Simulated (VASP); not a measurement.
The system is Sc2Cu3.

```
CELL_PARAMETERS angstrom
4.22664 0.00000 0.00000
0.00000 4.22664 0.00000
0.00000 0.00000 4.22664
ATOMIC_POSITIONS crystal
Sc 0.50000 0.50000 0.50000
Sc 0.00000 0.00000 0.00000
Cu 0.50000 0.00000 0.00000
Cu 0.00000 0.50000 0.00000
Cu 0.00000 0.00000 0.50000
```

The cell was built from a structure type or drawn by symmetry, and may not be a known phase.

| Item | Value |
| --- | --- |
| Program | VASP 6.6.1 |
| Task | relaxation of cell and atoms |
| Functional | PBE |
| Potentials or basis | VASP PAW PBE potentials, release 64 (Sc_sv, Cu) |
| Cutoff | 600 eV |
| k mesh | 4 × 4 × 4 |
| Occupations | gaussian, width 0.1 eV |
| Spin | no spin polarisation |

At the start: pressure 31.8 GPa; volume 15.10 Å³/atom.

**Question.** How do energy, volume and symmetry change on relaxing?

**Answer.** Over 4 steps the energy falls by 400.9 meV/atom and the volume is 20.46 Å³/atom (+35.5 %); space group Pm-3m (No. 221, to 0.1 Å) before and after.

Step by step:
```csv
step,energy change (eV),largest force (eV/Å),pressure (GPa),volume (Å³)
1,0.0000,0.0000,31.82,75.51
2,-1.8316,0.0000,-4.52,113.25
3,-2.0034,0.0000,0.51,101.26
4,-2.0044,0.0000,-0.13,102.32
```

Final structure:
```cif
data_structure
_symmetry_space_group_name_H-M 'P 1'
_symmetry_Int_Tables_number 1
_cell_length_a 4.6773
_cell_length_b 4.6773
_cell_length_c 4.6773
_cell_angle_alpha 90.000
_cell_angle_beta 90.000
_cell_angle_gamma 90.000
_cell_volume 102.32
loop_
_atom_site_label
_atom_site_type_symbol
_atom_site_fract_x
_atom_site_fract_y
_atom_site_fract_z
_atom_site_occupancy
Sc1 Sc 0.50000 0.50000 0.50000 1
Sc2 Sc 0.00000 0.00000 0.00000 1
Cu1 Cu 0.50000 0.00000 0.00000 1
Cu2 Cu 0.00000 0.50000 0.00000 1
Cu3 Cu 0.00000 0.00000 0.50000 1
```

Caveat: the k points lie up to 0.34 Å⁻¹ apart in the final cell, too coarse for converged energies and pressures of a metal; the volume moved by over 15 % at a fixed basis, so the end points are rough.
